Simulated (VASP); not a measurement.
Input of a VASP 6.6.1 run:

Contents of INCAR:

```
ALGO     = Normal         # electronic algorithm
EDIFF    = 1E-6           # SCF threshold, eV
EDIFFG   = -0.04          # ionic threshold
ENCUT    = 600            # plane-wave cutoff, eV
GGA      = PE             # functional
IBRION   = 2              # ionic algorithm
ISIF     = 3              # what is computed and relaxed
ISMEAR   = 0              # smearing method
LASPH    = True           # aspherical terms in the spheres
LCHARG   = False          # write CHGCAR
LREAL    = False          # projectors in reciprocal space
LWAVE    = False          # write WAVECAR
NELM     = 80             # most SCF steps
NSW      = 90             # ionic steps
PREC     = Accurate       # precision mode
SIGMA    = 0.1            # smearing width, eV
```

The input KPOINTS:

```
k-points
0
Gamma
  4 4 4
```

File POSCAR:

```
CaSb4
1.0
    4.2797745600     -2.2418300200      0.0000000000
    4.2797745600      2.2418300200      0.0000000000
   -2.3486287600      0.0000000000      7.4022667200
Ca Sb
1 4
Direct
    0.5000000000      0.5000000000      0.0000000000
    0.3403159300      0.3403159300      0.6134386400
    0.8403159300      0.8403159300      0.1134386400
    0.1596840700      0.1596840700      0.8865613600
    0.6596840700      0.6596840700      0.3865613600
```

Potentials or basis: VASP PAW PBE potentials, release 64 (Ca_sv, Sb).

The run is started by

```console
$ cat potpaw_PBE.64/Ca_sv/POTCAR potpaw_PBE.64/Sb/POTCAR > POTCAR
$ mpirun -np 1 vasp_std > vasp.out
```

(1) What does it give for the relaxed volume?

(2) Predict the space group after relaxing (to 0.1 Å).

Results:

(1) 32.45 Å³/atom.

(2) C2/m (No. 12).

Caveat: the k points lie up to 0.39 Å⁻¹ apart in the final cell, too coarse for converged energies and pressures of a metal; a cell axis changed by over 15 % at a fixed basis, so the end point is rough.
